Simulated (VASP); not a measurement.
Write the native input for VASP 6.6.1 that does the following.

- Task: single point
- Functional: LDA
- Potentials or basis: VASP PAW LDA potentials, release 64 (O_h, H_h, C_h)
- Cutoff: 910 eV
- k mesh: 1 × 1 × 1
- Occupations: fermi-dirac, width 0.05 eV
- Spin: no spin polarisation
- Dipole correction: no
- Second run: hard_potentials
- Further INCAR settings: LREAL = Auto; ALGO = Normal; EDIFF = 1e-06; NBANDS = 61

The structure of H18CO10 lies in POSCAR:

```
H18CO10
1.0
    6.9333820000      0.0000000000      0.0000000000
    0.0000000000      6.9333820000      0.0000000000
    0.0000000000      0.0000000000      6.9333820000
O H C
10 18 1
Direct
    0.9018830926      0.2699836818      1.0071275461
    0.7447447725      1.0690021118      0.7242641470
    0.5811305363      0.7186680324      0.4381555783
    0.8990850353      0.2088158420      0.3817905894
    0.1378403786      0.4804148971      0.4605544596
    0.2744259584      0.1863448458     -0.0592784301
    0.3435552808      0.8376287359      0.7047498609
    0.9693537728      0.7530812524      0.6551636705
    0.4581458226      0.5272318762      0.8476094350
    0.6280917451      0.6761346771      1.0814924088
    0.8607920348      0.1969313100      0.8890754901
    1.0388580926      0.2565703145      1.0134736554
    0.6165100957      1.0191274619      0.7379659739
    0.8296239844      0.9519308182      0.7176728471
    0.7109661634      0.6864038358      0.5010109064
    0.6005871305      0.7185238027      0.2914739156
    0.7990328529      0.1682007424      0.4617371436
    0.8676429483      0.2151186823      0.2406185034
    0.2578251133      0.4967417056      0.3847328764
    0.0603601532      0.3662137756      0.4115163422
    0.3185314180      0.2926277537     -0.1373644204
    0.3001277010      0.0647303149     -0.1264029589
    0.2065514348      0.8078741370      0.6681010797
    0.4216124252      0.8149558181      0.5824718730
    1.0402571213      0.6417214571      0.5711354141
    0.9452962494      0.6775192828      0.7693792149
    0.4087327079      0.6583078792      0.8129654475
    0.5940102536      0.3804204067      1.0394350117
    0.5679479365      0.5301020483      0.9962670454
```

The input as run:

INCAR

```
PREC = Accurate ; ENCUT = 910
EDIFF = 1E-6 ; ISMEAR = -1
SIGMA = 0.05 ; LREAL = Auto
LASPH = True ; NELM = 120
ALGO = Normal ; ISIF = 2
LWAVE = False ; LCHARG = False
NBANDS = 61 ; GGA_COMPAT = False
```

KPOINTS

```
Automatic mesh
0
Gamma
  1 1 1
```

Potentials or basis: VASP PAW LDA potentials, release 64 (O_h, H_h, C_h).

Run with:

```bash
$ cat potpaw_LDA.64/O_h/POTCAR potpaw_LDA.64/H_h/POTCAR potpaw_LDA.64/C_h/POTCAR > POTCAR
$ mpirun -np 1 vasp_gam > vasp.out
```

Results of the run:

* Pressure: -0.4 GPa
* Largest force: 3.228 eV/Å
* Band gap on the k mesh: 4.67 eV

Caveat: the k points lie up to 0.91 Å⁻¹ apart; the cutoff is under 1.25 times the usual one of these potentials, so pressure, stress and relaxed cells hold a basis-set (Pulay) error.

Run time: 46 s on 1 thread of Intel(R) Xeon(R) 6975P-C (Granite Rapids) (shared host), peak memory 0.51 GiB.
